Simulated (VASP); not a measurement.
# Ga3As2P (I-4m2) in VASP: further runs

Ga3As2P is run at these levels: PBE; tasks: single point, relaxation of cell and atoms.

Everything below comes from runs of VASP 6.6.1. Logs are shortened: lines on timing, memory, paths and dates and some standing lists are left out, and cuts for length are marked.

**1. The cell of the first run**

It takes space group I-4m2 (No. 119, tetragonal). The conventional cell has a = 3.875 Å, b = 3.875 Å, c = 16.440 Å, α = 90.00°, β = 90.00°, γ = 90.00°. Within 3.1 Å of Ga (site symmetry -4m2) lie 4 As at 2.37 Å. Ga (site symmetry 2mm) has 2 P at 2.37 Å and 2 As at 2.37 Å within 3.1 Å. P (site symmetry -4m2) has 4 Ga at 2.37 Å within 3.1 Å. As (site symmetry 2mm) has 4 Ga at 2.37 Å within 3.1 Å.

**2. Single point, PBE**

File INCAR:

```
ALGO = Normal
EDIFF = 1E-6
ENCUT = 520
GGA = PE
ISIF = 2
ISMEAR = 0
LASPH = True
LCHARG = True
LELF = True
LREAL = False
LVHAR = True
LWAVE = False
NBANDS = 36
NELM = 60
PREC = Accurate
SIGMA = 0.1
```

File KPOINTS:

```
k-points
0
Gamma
  6 6 6
```

File POSCAR:

```
Ga3As2P
1.0
   -1.9374539900      1.9374539900      8.2199211200
    1.9374539900     -1.9374539900      8.2199211200
    1.9374539900      1.9374539900     -8.2199211200
Ga P As
3 1 2
Direct
    0.0000000000      0.0000000000      0.0000000000
    0.6666666700      0.6666666700      0.0000000000
    0.3333333300      0.3333333300      0.0000000000
    0.2500000000      0.7500000000      0.5000000000
    0.5833333300      0.0833333300      0.5000000000
    0.9166666700      0.4166666700      0.5000000000
```

Potentials or basis: VASP PAW PBE potentials, release 64 (Ga_d, P, As).

Command:

```
$ cat potpaw_PBE.64/Ga_d/POTCAR potpaw_PBE.64/P/POTCAR potpaw_PBE.64/As/POTCAR > POTCAR
$ mpirun -np 1 vasp_std > vasp.out
```

OUTCAR:

```text
EDIFF = 1E-6
   ENCUT = 520
   GGA = PE
   ISIF = 2
   ISMEAR = 0
   LASPH = True
   LREAL = False
   NELM = 60
   PREC = Accurate

 ion  position               nearest neighbor table
   1  0.000  0.000  0.000-   5 2.37   6 2.37   5 2.37   6 2.37
   2  0.667  0.667  0.000-   4 2.37   4 2.37   5 2.37   5 2.37
   3  0.333  0.333  0.000-   4 2.37   4 2.37   6 2.37   6 2.37
   4  0.250  0.750  0.500-   3 2.37   2 2.37   3 2.37   2 2.37
   5  0.583  0.083  0.500-   1 2.37   1 2.37   2 2.37   2 2.37
   6  0.917  0.417  0.500-   1 2.37   1 2.37   3 2.37   3 2.37

  LATTYP: Found a body centered tetragonal cell.
 ALAT       =     3.8749079800
 C/A-ratio  =     4.2426406833

  Lattice vectors:

 A1 = (  -1.9374539900,   1.9374539900,   8.2199211200)
 A2 = (   1.9374539900,  -1.9374539900,   8.2199211200)
 A3 = (   1.9374539900,   1.9374539900,  -8.2199211200)

Analysis of symmetry for initial positions (statically):
=====================================================================
 Subroutine PRICEL returns:
 Original cell was already a primitive cell.

 Routine SETGRP: Setting up the symmetry group for a
 body centered tetragonal supercell.

 Subroutine GETGRP returns: Found  8 space group operations
 (whereof  8 operations were pure point group operations)
 out of a pool of 16 trial point group operations.

The static configuration has the point symmetry D_2d.

Analysis of symmetry for dynamics (positions and initial velocities):
=====================================================================
 Subroutine PRICEL returns:
 Original cell was already a primitive cell.

 Routine SETGRP: Setting up the symmetry group for a
 body centered tetragonal supercell.

 Subroutine GETGRP returns: Found  8 space group operations
 (whereof  8 operations were pure point group operations)
 out of a pool of 16 trial point group operations.

The dynamic configuration has the point symmetry D_2d.

 Subroutine INISYM returns: Found  8 space group operations
 (whereof  8 operations are pure point group operations),
 and found     1 'primitive' translations

----------------------------------------------------------------------------------------

                                     Primitive cell

  volume of cell :     123.4214

  direct lattice vectors                    reciprocal lattice vectors
    -1.937453990  1.937453990  8.219921120     0.000000000  0.258070645  0.060827834
     1.937453990 -1.937453990  8.219921120     0.258070645  0.000000000  0.060827834
     1.937453990  1.937453990 -8.219921120     0.258070645  0.258070645  0.000000000

  length of vectors
     8.664557643  8.664557643  8.664557643     0.265142383  0.265142383  0.364967006

  position of ions in fractional coordinates (direct lattice)
     0.000000000  0.000000000  0.000000000
     0.666666670  0.666666670  0.000000000
     0.333333330  0.333333330  0.000000000
     0.250000000  0.750000000  0.500000000
     0.583333330  0.083333330  0.500000000
     0.916666670  0.416666670  0.500000000

  ion indices of the primitive-cell ions
   primitive index   ion index
                 1           1
                 2           2
                 3           3
                 4           4
                 5           5
                 6           6

----------------------------------------------------------------------------------------

 KPOINTS: k-points

Automatic generation of k-mesh.
 Grid dimensions read from file:
 generate k-points for:    6    6    6

 Generating k-lattice:

  Cartesian coordinates                     Fractional coordinates (reciprocal lattice)
     0.000000000  0.043011774  0.010137972     0.166666667  0.000000000  0.000000000
     0.043011774  0.000000000  0.010137972     0.000000000  0.166666667  0.000000000
     0.043011774  0.043011774  0.000000000     0.000000000  0.000000000  0.166666667

  Length of vectors
     0.044190397  0.044190397  0.060827834

  Shift w.r.t. Gamma in fractional coordinates (k-lattice)
     0.000000000  0.000000000  0.000000000

 Subroutine IBZKPT returns following result:
 ===========================================

 Found     30 irreducible k-points:

 Following reciprocal coordinates:
            Coordinates               Weight
  0.000000  0.000000  0.000000      1.000000
  0.166667  0.000000 -0.000000      8.000000
  0.333333 -0.000000  0.000000      8.000000
  0.500000  0.000000  0.000000      4.000000
  0.166667  0.166667  0.000000      8.000000
  0.333333  0.166667  0.000000     16.000000
[... 16 lines left out ...]
 -0.333333 -0.333333  0.166667      8.000000
 -0.166667 -0.333333  0.166667      8.000000
 [... further k-points ...]
   k-points           NKPTS =     30   k-points in BZ     NKDIM =     30   number of bands    NBANDS=     36
   number of dos      NEDOS =    301   number of ions     NIONS =      6
   total plane-waves  NPLWV = 262144
   dimension x,y,z NGX =    64 NGY =   64 NGZ =   64
   dimension x,y,z NGXF=   128 NGYF=  128 NGZF=  128
   ions per type =               3   1   2
   NGX,Y,Z   is equivalent  to a cutoff of  12.28, 12.28, 12.28 a.u.
   NGXF,Y,Z  is equivalent  to a cutoff of  24.56, 24.56, 24.56 a.u.
 SYSTEM =  unknown system
   PREC   = accura    normal or accurate (medium, high low for compatibility)
   ISTART =      0    job   : 0-new  1-cont  2-samecut
   ICHARG =      2    charge: 1-file 2-atom 10-const
   ISPIN  =      1    spin polarized calculation?
   LNONCOLLINEAR =      F non collinear calculations
   LSORBIT =      F    spin-orbit coupling
   LASPH  =      T    aspherical Exc in radial PAW
   ENCUT  =  520.0 eV  38.22 Ry    6.18 a.u.  16.11 16.11 16.11*2*pi/ulx,y,z
   NELM   =     60;   NELMIN=  2; NELMDL= -5     # of ELM steps
   EDIFF  = 0.1E-05   stopping-criterion for ELM
   LREAL  =      F    real-space projection
   EDIFFG = 0.1E-04   stopping-criterion for IOM
   NSW    =      0    number of steps for IOM
   IBRION =     -1    ionic relax: 0-MD 1-quasi-New 2-CG
   NFREE  =      0    steps in history (QN), initial steepest desc. (CG)
   ISIF   =      2    stress and relaxation
   ISYM   =      2    0-nonsym 1-usesym 2-fastsym
   POTIM  = 0.5000    time-step for ionic-motion
   TEBEG  =    0.0;   TEEND  =   0.0 temperature during run
   PSTRESS=    0.0 pullay stress
   NELECT =      54.0000    total number of electrons
   NUPDOWN=      -1.0000    fix difference up-down
   EMIN   =  10.00;   EMAX   =-10.00  energy-range for DOS
   EFERMI =   0.00;   METHOD = LEGACY
   ISMEAR =     0;   SIGMA  =   0.10  broadening in eV -4-tet -1-fermi 0-gaus
   EFERMI_NEDOS =   21; number of points for ismear=-14 and -15
   IALGO  =     38    algorithm
   IMIX   =      4    mixing-type and parameters
     AMIX     =   0.40;   BMIX     =  1.00
     AMIX_MAG =   1.60;   BMIX_MAG =  1.00
  volume/ion in A,a.u.               =      20.57       138.81
  Fermi-wavevector in a.u.,A,eV,Ry     =   1.242823  2.348595 21.015680  1.544609
  Thomas-Fermi vector in A             =   2.377161
   LORBIT       =      0    0 simple, 1 ext, 2 COOP (PROOUT), +10 PAW based schemes
   GGA     = PE    functional components
   LHFCALC =     F    Hartree Fock is set to
   AEXX    =    0.0000 exact exchange contribution
   IVDW    =     0    specifies the selected vdW correction
   LEPSILON=     F    determine dielectric tensor
   LRPA    =     F    only Hartree local field effects (RPA)
 non-spin polarized calculation
 Gauss-broadening in eV      SIGMA  =   0.10
  energy-cutoff  :      520.00
  volume of cell :      123.42
 maximum number of plane-waves:      3360
   NGX = 33   NGY = 33   NGZ = 33

 number of electron      54.0000001 magnetization

 Free energy of the ion-electron system (eV)
  ---------------------------------------------------
  ext. energy  EPLUGINS =         0.00000000
  ---------------------------------------------------
  free energy    TOTEN  =       -25.23512389 eV

  energy without entropy =      -25.23512389  energy(sigma->0) =      -25.23512389

 E-fermi :   5.1970     XC(G=0):  -9.9301

 val. band max:        4.7376429952   @ k =   0.0000   0.0000   0.0000
 cond. band min:       6.1118524347   @ k =  -0.3333  -0.3333   0.3333
 fundamental gap:      1.3742094396
 Fermi energy:         5.1969957893

 k-point     1 :       0.0000    0.0000    0.0000
  band No.  band energies     occupation
      1     -10.2819      2.00000
      2     -10.1800      2.00000
      3     -10.1500      2.00000
      4     -10.1500      2.00000
      5     -10.0999      2.00000
      6     -10.0916      2.00000
[... 28 lines left out ...]
     35       8.5382      0.00000
     36      12.9436      0.00000

 k-point     2 :       0.1667    0.0000   -0.0000
  band No.  band energies     occupation
      1     -10.2783      2.00000
      2     -10.1949      2.00000
      3     -10.1481      2.00000
      4     -10.1470      2.00000
      5     -10.0979      2.00000
      6     -10.0870      2.00000
[... 28 lines left out ...]
     35       9.6009      0.00000
     36      10.9114      0.00000

 k-point     3 :       0.3333   -0.0000    0.0000
  band No.  band energies     occupation
      1     -10.2729      2.00000
      2     -10.2294      2.00000
      3     -10.1447      2.00000
      4     -10.1398      2.00000
      5     -10.1070      2.00000
      6     -10.0835      2.00000
[... 28 lines left out ...]
     35      10.1227      0.00000
     36      10.9093      0.00000
[... 742 lines left out ...]
 k-point    23 :      -0.3333   -0.3333    0.1667
  band No.  band energies     occupation
      1     -10.2771      2.00000
      2     -10.2072      2.00000
      3     -10.1473      2.00000
      4     -10.1406      2.00000
      5     -10.1009      2.00000
      6     -10.0830      2.00000
[... 28 lines left out ...]
     35      10.3120      0.00000
     36      10.4198      0.00000

 k-point    24 :      -0.1667   -0.3333    0.1667
  band No.  band energies     occupation
      1     -10.2795      2.00000
      2     -10.1908      2.00000
      3     -10.1478      2.00000
      4     -10.1454      2.00000
      5     -10.1051      2.00000
      6     -10.0855      2.00000
[... 28 lines left out ...]
     35       9.7397      0.00000
     36      10.4787      0.00000

 [... further k-points ...]
[... 5 lines left out ...]
  --------------------------------------------------------------------------------------
  -------------------------------------------------------------------------------------
  Total        6.6452243      6.6452243      6.4536926      0.0000000     -0.0000000      0.0000000
  in kB       86.2640392     86.2640392     83.7776978      0.0000000     -0.0000000      0.0000000
  external PRESSURE =      85.4352588 kB  Pullay stress =       0.0000000 kB

 VOLUME and BASIS-vectors are now :
 -----------------------------------------------------------------------------
  energy-cutoff  :      520.00
  volume of cell :      123.42
      direct lattice vectors                 reciprocal lattice vectors
    -1.937453990  1.937453990  8.219921120     0.000000000  0.258070645  0.060827834
     1.937453990 -1.937453990  8.219921120     0.258070645  0.000000000  0.060827834
     1.937453990  1.937453990 -8.219921120     0.258070645  0.258070645  0.000000000

 POSITION                                       TOTAL-FORCE (eV/Angst)
 -----------------------------------------------------------------------------------
      0.00000      0.00000      0.00000         0.000000     -0.000000     -0.000000
      0.00000      0.00000     10.95989        -0.000000      0.000000      0.870106
      0.00000      0.00000      5.47995        -0.000000      0.000000     -0.870106
      1.93745     -0.00000      4.10996         0.000000     -0.000000     -0.000000
      0.00000      1.93745      1.36999         0.000000     -0.000000      0.066376
     -0.00000      1.93745      6.84993         0.000000     -0.000000     -0.066376
 -----------------------------------------------------------------------------------
    total drift:                                0.000002     -0.000002      0.000000

  FREE ENERGIE OF THE ION-ELECTRON SYSTEM (eV)
  ---------------------------------------------------
  free  energy   TOTEN  =       -25.2351238883 eV

  energy  without entropy=      -25.2351238883  energy(sigma->0) =      -25.23512389
```

Wall time 4.7 min (1 thread of AMD EPYC 9R45 (Zen 5), shared host); peak memory 0.6 GiB.

What came out:

| Quantity | Value |
| --- | --- |
| Free energy | -25.2351 eV |
| Pressure | 8.5 GPa |
| Largest force | 0.870 eV/Å |
| Band gap on the k mesh | 1.37 eV, indirect (least direct gap 1.40 eV) |

Forces in eV/Å, atoms in the order of the input:
```
Ga   0.000  0.000  0.000
Ga   0.000  0.000  0.870
Ga   0.000  0.000 -0.870
P    0.000  0.000  0.000
As   0.000  0.000  0.066
As   0.000  0.000 -0.066
```

Levels at points of the mesh, in eV from the valence-band top:
```
           k point  band 24  band 25  band 26  band 27  band 28  band 29  band 30  band 31
(0.00, 0.00, 0.00)    -2.40    -0.01     0.00     0.00     1.40     1.53     1.59     2.70
(0.50, 0.00, 0.00)    -1.38    -1.25    -1.23    -1.19     1.39     2.74     2.84     4.66
(0.50, 0.50, 0.00)    -3.50    -3.48    -2.89    -2.89     1.41     1.66     3.31     3.36
(0.50, 0.50, 0.50)    -1.17    -1.17    -1.04    -1.04     1.41     1.66     2.56     2.70
```

A k mesh can miss the band edges. A hybrid or GW would open this gap; PBE tends to underestimate it.

**3. Single point, PBE**

This run uses another cell than the first one, of 22.71 Å³/atom, 1.104 times its volume.

File INCAR:

```
SYSTEM = Ga3As2P
PREC     = Accurate       ! precision mode
ENCUT    = 520            ! plane-wave cutoff, eV
EDIFF    = 1E-7           ! SCF threshold, eV
ISMEAR   = 0              ! smearing method
SIGMA    = 0.1            ! smearing width, eV
LREAL    = .False.        ! projectors in reciprocal space
LASPH    = .True.         ! aspherical terms in the spheres
NELM     = 100            ! most SCF steps
ALGO     = Normal         ! electronic algorithm
ISIF     = 2              ! what is computed and relaxed
LWAVE    = .False.        ! write WAVECAR
LCHARG   = .True.         ! write CHGCAR
GGA      = PE             ! functional
LELF     = .True.         ! ELF
LVHAR    = .True.       
NBANDS   = 36             ! bands
```

File KPOINTS:

```
regular mesh
0
Gamma
  6 6 6
  0 0 0
```

File POSCAR:

```
Ga3As2P
1.0
   -2.0038101056      2.0038101056      8.4822679836
    2.0038101056     -2.0038101056      8.4822679836
    2.0038101056      2.0038101056     -8.4822679836
Ga P As
3 1 2
Direct
    0.0000000000      0.0000000000      0.0000000000
    0.6707053390      0.6707053390      0.0000000000
    0.3292946610      0.3292946610      0.0000000000
    0.2500000000      0.7500000000      0.5000000000
    0.5853169926      0.0853169926      0.5000000000
    0.9146830074      0.4146830074      0.5000000000
```

Potentials or basis: VASP PAW PBE potentials, release 64 (Ga_d, P, As).

Command:

```
$ cat potpaw_PBE.64/Ga_d/POTCAR potpaw_PBE.64/P/POTCAR potpaw_PBE.64/As/POTCAR > POTCAR
$ mpirun -np 1 vasp_std > vasp.out
```

It took 7.1 min on 1 thread of AMD EPYC 9R45 (Zen 5), shared host; peak memory 0.67 GiB.

It converged, with:

| Item | Value |
| --- | --- |
| Free energy | -25.6106 eV |
| Pressure | 0.1 GPa |
| Largest force | 0.015 eV/Å |
| Band gap on the k mesh | 0.59 eV, direct |

Forces in eV/Å, atoms in the order of the input:
```
Ga   0.000  0.000  0.000
Ga   0.000  0.000  0.015
Ga   0.000  0.000 -0.015
P    0.000  0.000  0.000
As   0.000  0.000  0.001
As   0.000  0.000 -0.001
```

Levels at points of the mesh, in eV from the valence-band top:
```csv
k point,band 23,band 24,band 25,band 26,band 27,band 28,band 29,band 30,band 31,band 32
"(0.00, 0.00, 0.00)",-1.96,-1.96,-0.03,0.00,0.00,0.59,1.50,1.72,2.69,2.72
"(0.50, 0.00, 0.00)",-2.67,-1.53,-1.09,-0.98,-0.92,1.07,2.34,2.59,4.55,4.60
"(0.50, 0.50, 0.00)",-3.18,-3.10,-3.05,-2.55,-2.54,1.57,1.72,3.34,3.37,3.43
"(0.50, 0.50, 0.50)",-2.52,-1.10,-1.10,-0.81,-0.81,1.56,1.59,2.41,2.72,3.12
```

A k mesh can miss the band edges. PBE gaps usually lie below the measured ones, often by a third to a half.

**4. Relaxation of cell and atoms, PBE**

File INCAR:

```
SYSTEM = Ga3As2P
PREC = Accurate ; ENCUT = 600
EDIFF = 1E-6 ; ISMEAR = 0
SIGMA = 0.1 ; LREAL = .FALSE.
LASPH = .TRUE. ; NELM = 80
ALGO = Normal ; ISIF = 3
LWAVE = .FALSE. ; LCHARG = .FALSE.
GGA = PE ; IBRION = 2
NSW = 90 ; EDIFFG = -0.04
```

File KPOINTS:

```
regular mesh
0
G
  6 6 6
  0 0 0
```

File POSCAR:

```
Ga3As2P
1.0
   -1.9374539900      1.9374539900      8.2199211200
    1.9374539900     -1.9374539900      8.2199211200
    1.9374539900      1.9374539900     -8.2199211200
Ga P As
3 1 2
Direct
    0.0000000000      0.0000000000      0.0000000000
    0.6666666700      0.6666666700      0.0000000000
    0.3333333300      0.3333333300      0.0000000000
    0.2500000000      0.7500000000      0.5000000000
    0.5833333300      0.0833333300      0.5000000000
    0.9166666700      0.4166666700      0.5000000000
```

Command:

```
$ cat potpaw_PBE.64/Ga_d/POTCAR potpaw_PBE.64/P/POTCAR potpaw_PBE.64/As/POTCAR > POTCAR
$ mpirun -np 1 vasp_std > vasp.out
```

Run time: 27 min. Hardware: 1 thread of AMD EPYC 9R45 (Zen 5), shared host; peak memory 0.82 GiB.

It converged, with:

| Item | Value |
| --- | --- |
| Free energy | -25.6086 eV |
| Relaxed volume | 22.79 Å³/atom |
| Relaxed cell | a = 8.953 Å, b = 8.953 Å, c = 8.953 Å, α = 154.09°, β = 154.09°, γ = 36.96° |
| Space group after relaxing (to 0.05 Å) | I-4m2 (No. 119) |
| Energy gained by relaxing | 62.3 meV/atom |
| Ionic steps | 7 |
| Pressure after relaxing | -0.1 GPa |
| Largest force after relaxing | 0.012 eV/Å |
| Band gap on the k mesh | 0.56 eV, direct |

Forces on the atoms (eV/Å):
```
Ga   0.000  0.000  0.000
Ga   0.000  0.000 -0.012
Ga   0.000  0.000  0.012
P    0.000  0.000  0.000
As   0.000  0.000  0.012
As   0.000  0.000 -0.012
```

Step by step:
```tsv
step	energy change (eV)	largest force (eV/Å)	pressure (GPa)	volume (Å³)
1	0.0000	0.8697	8.54	123.42
2	-0.2867	0.2162	-3.05	144.06
3	-0.3544	0.3325	-0.21	137.09
4	-0.3655	0.1817	-0.08	136.79
5	-0.3724	0.1366	0.08	136.37
6	-0.3725	0.1326	0.16	136.30
7	-0.3739	0.0124	-0.13	136.77
```

Final structure:
```
Ga P As
1.0
    -2.00671    2.00671    8.49079
     2.00671   -2.00671    8.49079
     2.00671    2.00671   -8.49079
Ga P As
3 1 2
Direct
  0.00000 0.00000 0.00000
  0.67082 0.67082 0.00000
  0.32918 0.32918 0.00000
  0.25000 0.75000 0.50000
  0.58532 0.08532 0.50000
  0.91468 0.41468 0.50000
```

Levels at points of the mesh, in eV from the valence-band top:
| k point | band 25 | band 26 | band 27 | band 28 | band 29 | band 30 |
| --- | --- | --- | --- | --- | --- | --- |
| (0.00, 0.00, 0.00) | -0.03 | 0.00 | 0.00 | 0.56 | 1.50 | 1.72 |
| (0.50, 0.00, 0.00) | -1.09 | -0.97 | -0.92 | 1.05 | 2.33 | 2.58 |
| (0.50, 0.50, 0.00) | -3.03 | -2.54 | -2.53 | 1.57 | 1.72 | 3.34 |
| (0.50, 0.50, 0.50) | -1.10 | -0.80 | -0.80 | 1.57 | 1.58 | 2.40 |

A k mesh can miss the band edges. A hybrid or GW would open this gap; PBE tends to underestimate it.

**5. Summary**

```csv
task,cell,cutoff (eV),gap on the mesh (eV),pressure (GPa),largest force (eV/Å)
single point,"a = 8.665 Å, angles 154.2, 154.2, 36.9°, 6 atoms",520,1.37,8.5,0.87
single point,"a = 8.943 Å, angles 154.1, 154.1, 36.9°, 6 atoms",520,0.59,0.1,0.02
relaxation of cell and atoms,"relaxed from a = 8.665 Å, angles 154.2, 154.2, 36.9°, 6 atoms",600,0.56,-0.1,0.01
```

Alike in all rows: level PBE; potentials or basis VASP PAW PBE potentials, release 64 (Ga_d, P, As); no spin polarisation; k mesh 6 × 6 × 6; smearing gaussian 0.1 eV.

Total energies depend on the potentials used, so only differences within one code and one set of settings carry meaning.
